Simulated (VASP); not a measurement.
# HC20 in VASP: further runs, part 3 of 3

VASP 6.6.1. The steps go on from the part before.

## (5) Single point, LDA

INCAR

```
SYSTEM = HC20
PREC = Accurate
ENCUT = 520
EDIFF = 1E-7
ISMEAR = 0
SIGMA = 0.05
LREAL = Auto
LASPH = .True.
NELM = 100
ALGO = Fast
ISIF = 2
LWAVE = .False.
LCHARG = .False.
LDIPOL = .True.
IDIPOL = 3
DIPOL = 0.5 0.5 0.290
NBANDS = 108
```

KPOINTS

```
Automatic mesh
0
Gamma
  4 4 1
  0 0 0
```

POSCAR

```
HC20
1.0
    7.2015518731      0.0000000000      0.0000000000
   -3.3194130427      7.7907812636      0.0000000000
    0.0000000000      0.0000000000     22.7916832250
C H
40 2
Direct
    0.2501129010      0.1667043003      0.1755026147
    0.2501129010      0.6667043003      0.1755026147
    0.7501129009      0.1667043003      0.1755026147
    0.7501129009      0.6667043003      0.1755026147
    0.2498870990      0.3332956997      0.1755026147
    0.2498870990      0.8332956997      0.1755026147
    0.7498870990      0.3332956997      0.1755026147
    0.7498870990      0.8332956997      0.1755026147
    0.2501129010      0.4167043003      0.2291325538
    0.2501129010      0.9167043003      0.2291325538
    0.7501129009      0.4167043003      0.2291325538
    0.7501129009      0.9167043003      0.2291325538
    0.2498870990      0.0832956997      0.2291325538
    0.2498870991      0.5832956997      0.2291325538
    0.7498870990      0.0832956997      0.2291325538
    0.7498870990      0.5832956997      0.2291325538
    0.2500458055      0.1676520614      0.2827258575
    0.2500458055      0.6676520614      0.2827258575
    0.7500458055      0.1676520614      0.2827258575
    0.7500458055      0.6676520614      0.2827258575
    0.2499541945      0.3323479386      0.2827258575
    0.2499541945      0.8323479386      0.2827258575
    0.7499541945      0.3323479386      0.2827258575
    0.7499541945      0.8323479386      0.2827258575
    0.2500622594      0.4183368654      0.3365410697
    0.2500622594      0.9183368654      0.3365410697
    0.7500622594      0.4183368654      0.3365410697
    0.7500622594      0.9183368654      0.3365410697
    0.2499377406      0.0816631346      0.3365410697
    0.2499377406      0.5816631346      0.3365410697
    0.7499377406      0.0816631346      0.3365410697
    0.7499377406      0.5816631346      0.3365410697
    0.2501903787      0.1771682769      0.3857408485
    0.2501903787      0.6771682769      0.3857408485
    0.7501903787      0.1771682769      0.3857408485
    0.7501903787      0.6771682769      0.3857408485
    0.2498096213      0.3228317231      0.3857408485
    0.2498096213      0.8228317231      0.3857408485
    0.7498096213      0.3228317231      0.3857408485
    0.7498096213      0.8228317231      0.3857408485
    0.9998096213      0.2345629937      0.4616457293
    0.9998096213      0.4111004525      0.4616457293
```

Potentials or basis: VASP PAW LDA potentials, release 64 (C, H).

Launch:

```sh
$ cat potpaw_LDA.64/C/POTCAR potpaw_LDA.64/H/POTCAR > POTCAR
$ mpirun -np 1 vasp_std > vasp.out
```

OUTCAR:

```text
SYSTEM = HC20
   PREC = Accurate
   ENCUT = 520
   EDIFF = 1E-7
   ISMEAR = 0
   LREAL = Auto
   LASPH = .True.
   NELM = 100
   ISIF = 2

 ion  position               nearest neighbor table
   1  0.250  0.167  0.176-   5 1.41  13 1.41
   2  0.250  0.667  0.176-   6 1.41  14 1.41
   3  0.750  0.167  0.176-   7 1.41  15 1.41
   4  0.750  0.667  0.176-   8 1.41  16 1.41
   5  0.250  0.333  0.176-   1 1.41   9 1.41
   6  0.250  0.833  0.176-   2 1.41  10 1.41
   7  0.750  0.333  0.176-   3 1.41  11 1.41
   8  0.750  0.833  0.176-   4 1.41  12 1.41
   9  0.250  0.417  0.229-  14 1.41   5 1.41  21 1.41
  10  0.250  0.917  0.229-  13 1.41   6 1.41  22 1.41
  11  0.750  0.417  0.229-  16 1.41   7 1.41  23 1.41
  12  0.750  0.917  0.229-  15 1.41   8 1.41  24 1.41
  13  0.250  0.083  0.229-  10 1.41   1 1.41  17 1.41
  14  0.250  0.583  0.229-   9 1.41   2 1.41  18 1.41
[... 16 lines left out ...]
  31  0.750  0.082  0.337-  35 1.38  28 1.38  19 1.43
  32  0.750  0.582  0.337-  36 1.38  27 1.38  20 1.43
  33  0.250  0.177  0.386-  37 1.23  29 1.38
  34  0.250  0.677  0.386-  38 1.23  30 1.38
  35  0.750  0.177  0.386-  39 1.23  31 1.38
  36  0.750  0.677  0.386-  40 1.23  32 1.38
  37  0.250  0.323  0.386-  33 1.23  25 1.38
  38  0.250  0.823  0.386-  34 1.23  26 1.38
  39  0.750  0.323  0.386-  35 1.23  27 1.38
  40  0.750  0.823  0.386-  36 1.23  28 1.38
  41  1.000  0.235  0.462-
  42  1.000  0.411  0.462-

  LATTYP: Found a simple monoclinic cell.
 ALAT       =     7.2015518731
 B/A-ratio  =     3.1648294182
 C/A-ratio  =     1.1759212235
 COS(beta)  =    -0.3919737412

  Lattice vectors:

 A1 = (   7.2015518731,   0.0000000000,   0.0000000000)
 A2 = (   0.0000000000,   0.0000000000, -22.7916832250)
 A3 = (  -3.3194130427,   7.7907812636,   0.0000000000)

Analysis of symmetry for initial positions (statically):
=====================================================================
 Subroutine PRICEL returns:
 Original cell was already a primitive cell.

 Routine SETGRP: Setting up the symmetry group for a
 simple monoclinic supercell.

 Subroutine GETGRP returns: Found  1 space group operations
 (whereof  1 operations were pure point group operations)
 out of a pool of  4 trial point group operations.

The static configuration has the point symmetry C_1 .

Analysis of symmetry for dynamics (positions and initial velocities):
=====================================================================
 Subroutine PRICEL returns:
 Original cell was already a primitive cell.

 Routine SETGRP: Setting up the symmetry group for a
 simple monoclinic supercell.

 Subroutine GETGRP returns: Found  1 space group operations
 (whereof  1 operations were pure point group operations)
 out of a pool of  4 trial point group operations.

The dynamic configuration has the point symmetry C_1 .

 Subroutine INISYM returns: Found  1 space group operations
 (whereof  1 operations are pure point group operations),
 and found     1 'primitive' translations

[... 137 lines left out ...]
 -0.250000  0.250000  0.000000      2.000000
  0.000000  0.500000  0.000000      1.000000
  0.250000  0.500000  0.000000      2.000000
  0.500000  0.500000  0.000000      1.000000
   k-points           NKPTS =     10   k-points in BZ     NKDIM =     10   number of bands    NBANDS=    108
   number of dos      NEDOS =    301   number of ions     NIONS =     42
   total plane-waves  NPLWV = 622080
   dimension x,y,z NGX =    54 NGY =   64 NGZ =  180
   dimension x,y,z NGXF=   108 NGYF=  128 NGZF=  360
   ions per type =              40   2
   NGX,Y,Z   is equivalent  to a cutoff of  12.47, 12.56, 13.13 a.u.
   NGXF,Y,Z  is equivalent  to a cutoff of  24.93, 25.13, 26.26 a.u.
 SYSTEM =  HC20
   PREC   = accura    normal or accurate (medium, high low for compatibility)
   ISTART =      0    job   : 0-new  1-cont  2-samecut
   ICHARG =      2    charge: 1-file 2-atom 10-const
   ISPIN  =      1    spin polarized calculation?
   LNONCOLLINEAR =      F non collinear calculations
   LSORBIT =      F    spin-orbit coupling
   LASPH  =      T    aspherical Exc in radial PAW
   ENCUT  =  520.0 eV  38.22 Ry    6.18 a.u.  13.39 15.75 42.38*2*pi/ulx,y,z
   NELM   =    100;   NELMIN=  2; NELMDL= -5     # of ELM steps
   EDIFF  = 0.1E-06   stopping-criterion for ELM
   LREAL  =      T    real-space projection
   EDIFFG = 0.1E-05   stopping-criterion for IOM
   NSW    =      0    number of steps for IOM
   IBRION =     -1    ionic relax: 0-MD 1-quasi-New 2-CG
   NFREE  =      0    steps in history (QN), initial steepest desc. (CG)
   ISIF   =      2    stress and relaxation
   ISYM   =      2    0-nonsym 1-usesym 2-fastsym
   POTIM  = 0.5000    time-step for ionic-motion
   TEBEG  =    0.0;   TEEND  =   0.0 temperature during run
   PSTRESS=    0.0 pullay stress
   NELECT =     162.0000    total number of electrons
   NUPDOWN=      -1.0000    fix difference up-down
   EMIN   =  10.00;   EMAX   =-10.00  energy-range for DOS
   EFERMI =   0.00;   METHOD = LEGACY
   ISMEAR =     0;   SIGMA  =   0.05  broadening in eV -4-tet -1-fermi 0-gaus
   EFERMI_NEDOS =   21; number of points for ismear=-14 and -15
   IALGO  =     68    algorithm
   IMIX   =      4    mixing-type and parameters
     AMIX     =   0.40;   BMIX     =  1.00
     AMIX_MAG =   1.60;   BMIX_MAG =  1.00
  volume/ion in A,a.u.               =      30.45       205.46
  Fermi-wavevector in a.u.,A,eV,Ry     =   0.822215  1.553761  9.198046  0.676037
  Thomas-Fermi vector in A             =   1.933511
   LORBIT       =      0    0 simple, 1 ext, 2 COOP (PROOUT), +10 PAW based schemes
   GGA     = CA    functional components
   LHFCALC =     F    Hartree Fock is set to
   AEXX    =    0.0000 exact exchange contribution
   IVDW    =     0    specifies the selected vdW correction
   LEPSILON=     F    determine dielectric tensor
   LRPA    =     F    only Hartree local field effects (RPA)
 non-spin polarized calculation
 RMM-DIIS sequential band-by-band and
 Gauss-broadening in eV      SIGMA  =   0.05
  energy-cutoff  :      520.00
  volume of cell :     1278.74
 maximum number of plane-waves:     34461
 NGX is ok and might be reduce to    54
   NGX = 27   NGY = 31   NGZ = 85

 dipolmoment           0.000000      0.000000      0.000942 electrons x Angstroem

 number of electron     162.0000011 magnetization

 dipolmoment           0.000000      0.000000     -0.265280 electrons x Angstroem

 Free energy of the ion-electron system (eV)
  ---------------------------------------------------
  ext. energy  EPLUGINS =         0.00000000
  ---------------------------------------------------
  free energy    TOTEN  =      -366.80768816 eV

  energy without entropy =     -366.79221577  energy(sigma->0) =     -366.79995197

 E-fermi :  -3.3749     XC(G=0):  -3.8261

 val. band max:       -3.3773590325   @ k =  -0.2500   0.2500   0.0000
 cond. band min:      -3.3715252969   @ k =   0.0000   0.0000   0.0000
 fundamental gap:      0.0058337356
 Fermi energy:        -3.3749310696

 k-point     1 :       0.0000    0.0000    0.0000
  band No.  band energies     occupation
      1     -22.1351      2.00000
      2     -21.8053      2.00000
      3     -20.7440      2.00000
      4     -20.5950      2.00000
      5     -20.4716      2.00000
      6     -20.3195      2.00000
[... 949 lines left out ...]
     92      -0.5385      0.00000
     93      -0.4564      0.00000
 [bands above 93 left out]

------------------------ aborting loop because EDIFF is reached ----------------------------------------

 vacuum level on the upper side and lower side of the slab       (xc-potential included)        -0.467         0.362

  FORCE on cell =-STRESS in cart. coord.  units (eV):
  Direction    XX          YY          ZZ          XY          YZ          ZX
  --------------------------------------------------------------------------------------
  -------------------------------------------------------------------------------------
  Total       -0.8937254     -9.1825701     -8.4680295      2.9018080      0.8819719      0.9748078
  in kB       -1.1197760    -11.5051247    -10.6098548      3.6357645      1.1050497      1.2213667
  external PRESSURE =      -7.7449185 kB  Pullay stress =       0.0000000 kB

 VOLUME and BASIS-vectors are now :
 -----------------------------------------------------------------------------
  energy-cutoff  :      520.00
  volume of cell :     1278.74
      direct lattice vectors                 reciprocal lattice vectors
     7.201551873  0.000000000  0.000000000     0.138858960  0.059163545  0.000000000
    -3.319413043  7.790781264  0.000000000     0.000000000  0.128356832  0.000000000
     0.000000000  0.000000000 22.791683225     0.000000000  0.000000000  0.043875654

 POSITION                                       TOTAL-FORCE (eV/Angst)
 -----------------------------------------------------------------------------------
      1.24784      1.29876      4.00000        -2.617784      6.297715      1.116541
     -0.41187      5.19415      4.00000        -2.717216      6.245108      1.127282
      4.84862      1.29876      4.00000        -2.672567      6.257195      1.101967
      3.18891      5.19415      4.00000        -2.675687      6.273278      1.129412
      0.69323      2.59663      4.00000         2.613769     -6.296218      1.131702
     -0.96648      6.49202      4.00000         2.725336     -6.242803      1.115283
[... 34 lines left out ...]
      6.42157      1.82743     10.52168        -1.132313      3.709568      0.132498
      5.83557      3.20279     10.52168         1.717490     -3.128955      0.238836
 -----------------------------------------------------------------------------------
    total drift:                                0.000079     -0.000039     -0.043192

  FREE ENERGIE OF THE ION-ELECTRON SYSTEM (eV)
  ---------------------------------------------------
  free  energy   TOTEN  =      -366.8076881570 eV

  energy  without entropy=     -366.7922157744  energy(sigma->0) =     -366.79995197

 vacuum level on the upper side and lower side of the slab         2.406         3.255
```

Run time: 2.1 h. Hardware: 1 thread of Oxide Virtual Turin-like, shared host; peak memory 1.4 GiB.

What came out:

```yaml
Free_energy: -366.8077 eV
Largest_force: 6.913 eV/Å
Band_gap_on_the_k_mesh: zero (filled and empty bands overlap)
```

Forces in eV/Å, atoms in the order of the input:
```
C   -2.618  6.298  1.117
C   -2.717  6.245  1.127
C   -2.673  6.257  1.102
C   -2.676  6.273  1.129
C    2.614 -6.296  1.132
C    2.725 -6.243  1.115
C    2.663 -6.270  1.101
C    2.672 -6.268  1.129
C   -0.132  0.396 -1.205
C   -0.176  0.380 -1.197
C   -0.140  0.377 -1.171
C   -0.171  0.375 -1.214
C    0.128 -0.371 -1.191
C    0.172 -0.382 -1.197
C    0.168 -0.362 -1.181
C    0.154 -0.387 -1.208
C   -0.014 -0.082 -0.023
C    0.000 -0.023  0.009
C    0.039  0.041 -0.054
C    0.007 -0.012  0.023
C   -0.005  0.007  0.026
C   -0.023 -0.007  0.015
C    0.071  0.004 -0.059
C   -0.003  0.017  0.031
C   -0.076  0.054  0.044
C    0.036 -0.006  0.034
C    0.011 -0.090  0.062
C   -0.019 -0.057 -0.008
C    0.008  0.175 -0.038
C    0.047 -0.015 -0.006
C   -0.048  0.088  0.051
C   -0.050  0.007  0.009
C    0.278 -0.539  0.119
C    0.042 -0.325  0.189
C   -0.128 -0.544 -0.220
C    0.108 -0.243  0.058
C   -0.141  0.147  0.079
C   -0.149  0.258  0.041
C   -0.479  0.286 -0.223
C   -0.094  0.255  0.081
H   -1.132  3.710  0.132
H    1.717 -3.129  0.239
```

Levels at points of the mesh, in eV from the Fermi level:
| k point | band 79 | band 80 | band 81 | band 82 | band 83 | band 84 |
| --- | --- | --- | --- | --- | --- | --- |
| (0.00, 0.00, 0.00) | -0.82 | -0.22 | 0.00 | 0.06 | 0.44 | 0.55 |
| (0.50, 0.00, 0.00) | -0.89 | -0.16 | -0.10 | 0.16 | 0.21 | 0.57 |
| (0.00, 0.50, 0.00) | -1.09 | -1.09 | -0.91 | 0.52 | 0.64 | 0.65 |
| (0.50, 0.50, 0.00) | -0.89 | -0.79 | -0.75 | 0.41 | 0.52 | 0.74 |

## (6) Overview

```tsv
cell	gap on the mesh (eV)	largest force (eV/Å)
as given, atomic positions A	none	6.95
as given, atomic positions B	none	7.27
as given, atomic positions C	0.01	6.94
as given, atomic positions D	none	6.91
```

Alike in all rows: task single point; level LDA; potentials or basis VASP PAW LDA potentials, release 64 (C, H); no spin polarisation; k mesh 4 × 4 × 1; cutoff (eV) 520; smearing gaussian 0.05 eV.

Caveats: the smearing spreads over this small gap (at least some runs).

Absolute energies hang on the potentials; compare differences alone.

The gap in the log of VASP goes by the Fermi energy; the results here count the filled bands.